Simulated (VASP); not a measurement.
Here is a VASP 6.6.1 calculation.

The input INCAR:

```
PREC = Accurate
ENCUT = 520
EDIFF = 1E-7
ISMEAR = 0
SIGMA = 0.01
LREAL = F
LASPH = T
NELM = 80
ALGO = Normal
ISIF = 2
LWAVE = F
LCHARG = T
GGA = PE
LELF = T
LVHAR = T
NBANDS = 18
```

KPOINTS

```
regular mesh
0
Gamma
  8 8 8
```

Contents of POSCAR:

```
HfO2
1.0
    0.0000000000      2.5488057606      2.5488057606
    2.5488057606      0.0000000000      2.5488057606
    2.5488057606      2.5488057606      0.0000000000
Hf O
1 2
Direct
    0.0000000000      0.0000000000      0.0000000000
    0.2500000000      0.2500000000      0.2500000000
    0.7500000000      0.7500000000      0.7500000000
```

Potentials or basis: VASP PAW PBE potentials, release 64 (Hf_pv, O).

Command:

```bash
$ cat potpaw_PBE.64/Hf_pv/POTCAR potpaw_PBE.64/O/POTCAR > POTCAR
$ mpirun -np 1 vasp_std > vasp.out
```

Question: Predict the pressure.

Answer: -3.6 GPa.

Question: Predict the band gap on the k mesh.

Answer: 3.76 eV, direct.

Caveat: spin-orbit coupling is left out, which moves the levels of the heavy elements. A k mesh can miss the band edges.
